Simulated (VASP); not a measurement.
A run of VASP 6.6.1:

File INCAR:

```
SYSTEM = Zr
PREC     = Accurate       ! precision mode
ENCUT    = 520            ! plane-wave cutoff, eV
EDIFF    = 1E-6           ! SCF threshold, eV
ISMEAR   = -1             ! smearing method
SIGMA    = 0.05           ! smearing width, eV
LREAL    = .False.        ! projectors in reciprocal space
LASPH    = .True.         ! aspherical terms in the spheres
NELM     = 60             ! most SCF steps
ALGO     = Normal         ! electronic algorithm
ISIF     = 2              ! what is computed and relaxed
LWAVE    = .False.        ! write WAVECAR
LCHARG   = .False.        ! write CHGCAR
GGA      = PS             ! functional
NBANDS   = 12             ! bands
```

The input KPOINTS:

```
regular mesh
0
Gamma
  15 15 14
  0 0 0
```

The input POSCAR:

```
Zr
1.0
    2.8676384639      0.0000000000      0.0000000000
   -1.4338192320      2.4834477586      0.0000000000
    0.0000000000      0.0000000000      2.8350547474
Zr
1
Direct
    0.0000000000      0.0000000000      0.0000000000
```

Potentials or basis: VASP PAW PBE potentials, release 64 (Zr_sv).

Run with:

```bash
$ cat potpaw_PBE.64/Zr_sv/POTCAR > POTCAR
$ mpirun -np 1 vasp_std > vasp.out
```

Hardware: 1 thread of Intel(R) Xeon(R) Platinum 8259CL CPU @ 2.50GHz (Skylake/Cascade Lake), with other jobs on the host.

Problem. How long does it take, and how much memory?

Solution. Run time: 32 s on 1 thread of Intel(R) Xeon(R) Platinum 8259CL CPU @ 2.50GHz (Skylake/Cascade Lake), with other jobs on the host, peak memory 0.17 GiB. Counts: scf iterations 12, k points 216.
